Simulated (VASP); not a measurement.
Here is a VASP 6.6.1 calculation.

INCAR

```
PREC = Accurate
ENCUT = 520
EDIFF = 1E-6
ISMEAR = 1
SIGMA = 0.36
LREAL = F
LASPH = T
NELM = 60
ALGO = Normal
ISIF = 2
LWAVE = F
LCHARG = F
GGA = RP
NBANDS = 13
ISYM = 0
```

KPOINTS

```
Automatic mesh
0
Gamma
  4 1 1
  0.25 0.25 0.25
```

The input POSCAR:

```
Be3Si
1.0
   -1.7055660000      1.7055660000      3.4231330000
    1.7055660000     -1.7055660000      3.4231330000
    1.7055660000      1.7055660000     -3.4231330000
Be Si
3 1
Direct
    0.7500000000      0.2500000000      0.5000000000
    0.2500000000      0.7500000000      0.5000000000
    0.5000000000      0.5000000000      0.0000000000
    0.0000000000      0.0000000000      0.0000000000
```

Potentials or basis: VASP PAW PBE potentials, release 64 (Be, Si).

Launch:

```sh
$ cat potpaw_PBE.64/Be/POTCAR potpaw_PBE.64/Si/POTCAR > POTCAR
$ mpirun -np 1 vasp_std > vasp.out
```

Problem. Predict the largest force.

Solution. 0.954 eV/Å.

Problem. Estimate the pressure.

Solution. 0.3 GPa.

Stress tensor (GPa, compression positive):
```
 20.64   6.96   9.22
  6.96  -4.26  13.48
  9.22  13.48 -15.43
```

Caveat: the k points lie up to 2.60 Å⁻¹ apart; the PAW data sets were made with another functional, which shifts forces and pressure a little.
